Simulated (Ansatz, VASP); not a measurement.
## One calculation of ZnO, two programs

```
CELL_PARAMETERS angstrom
3.24931 0.00000 0.00000
-1.62465 2.81398 0.00000
0.00000 0.00000 5.20571
ATOMIC_POSITIONS crystal
Zn 0.66667 0.33333 0.00000
Zn 0.33333 0.66667 0.50000
O 0.33333 0.66667 0.87901
O 0.66667 0.33333 0.37901
```

Alike in both runs: task single point; functional PBE; k mesh 9 × 9 × 5; occupations gaussian, width 0.019 eV; no spin polarisation.

|  | VASP | Ansatz |
| --- | --- | --- |
| version | VASP 6.6.1 | Ansatz 0.2.0 |
| potentials or method | VASP PAW PBE potentials, release 64 (Zn, O) | Ansatz PAW |
| plane-wave cutoff (eV) | 520 | 420 |
| valence electrons in the cell | 36 | 36 |

|  | VASP | Ansatz | Ansatz less VASP |
| --- | --- | --- | --- |
| gap on the k mesh at the Fermi level (eV) | 0.79 | 0.80 | +0.015 |
| least direct gap on the mesh (eV) | 0.79 | 0.80 | +0.015 |
| pressure (GPa) | 6.0 | 4.9 | -1.10 |
| traceless stress, the component that is largest in VASP (GPa) | 1.17 | 1.14 | -0.039 |
| rms of the force components (eV/Å) | 0.043 | 0.040 | -0.0024 |

Atom by atom the forces differ by 0.002 eV/Å (rms over components).

Noted on Ansatz's run: odd divisions of the mesh miss points on the zone boundary, where band edges often lie, so the gap on the mesh can be too wide.
